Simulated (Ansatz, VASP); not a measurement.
**ScAs4 in VASP and in Ansatz**

```
Sc As
1.0
     2.61074   -2.68183    0.00000
     2.61074    2.68183    0.00000
     0.00000    0.00000    7.72366
Sc As
1 4
Direct
  0.00000 0.00000 0.00000
  0.50000 0.50000 0.83358
  0.50000 0.50000 0.16642
  0.27347 0.72653 0.50000
  0.72653 0.27347 0.50000
```

Alike in both runs: functional PBE; k mesh 10 × 10 × 6; occupations gaussian, width 0.1 eV; no spin polarisation.

Ansatz relaxed the structure, and its values are those at the end. VASP's run is a single point on that final structure, the one shown.

```csv
,VASP,Ansatz
version,VASP 6.6.1,Ansatz 0.2.0
potentials or method,"VASP PAW PBE potentials, release 64 (Sc_sv, As), cutoff 500 eV","scalar-relativistic, plane waves, PAW"
valence electrons in the cell,31,71
```

```tsv
	VASP	Ansatz	Ansatz less VASP
gap on the k mesh at the Fermi level (eV)	none	none	-
pressure (GPa)	0.2	0.0	-0.21
rms of the force components (eV/Å)	0.020	0.001	-0.0193
```

A gap of «none» marks a metal or a gap that the smearing closes. With one functional, cell and mesh, what is left measures potentials, basis and numerics. VASP's potentials hold 31 valence electrons a cell and Ansatz's 71, so a difference there can come from the potentials and not from the codes.
